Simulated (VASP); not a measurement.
Runs of VASP 6.6.1 on BAu. The structure is that of space group Fm-3m (No. 225), or close to it. The cells are those of the table. 

| task | cell | k mesh | cutoff (eV) | gap on the mesh (eV) | pressure (GPa) | relaxed volume (Å³/atom) |
| --- | --- | --- | --- | --- | --- | --- |
| single point | a = 3.324 Å, angles 60.0°, 2 atoms | 20 × 20 × 20 | 520 | none | -0.2 | - |
| single point | a = 3.327 Å, angles 60.0°, 2 atoms | 8 × 8 × 8 | 520 | none | 0.1 | - |
| relaxation of cell and atoms | relaxed from a = 2.735 Å, angles 60.0°, 2 atoms | 8 × 8 × 8 | 600 | none | 0.5 | 12.98 |
| relaxation of cell and atoms | relaxed from a = 3.327 Å, angles 60.0°, 2 atoms | 20 × 20 × 20 | 600 | none | 0.0 | (a) |

Alike in all rows: level PBE; potentials or basis VASP PAW PBE potentials, release 64 (B, Au); no spin polarisation; smearing gaussian 0.1 eV.

**Question.** Fill in the values left out.

**Answer.** (a) 12.96.

Caveats: spin-orbit coupling is left out, which moves the levels of the heavy elements; the volume moved by over 15 % at a fixed basis, so the end points are rough (some runs).

A k mesh can miss the band edges, and the runs leave out spin-orbit coupling on Au.

A gap of «none» marks levels without a gap at the run's occupations.
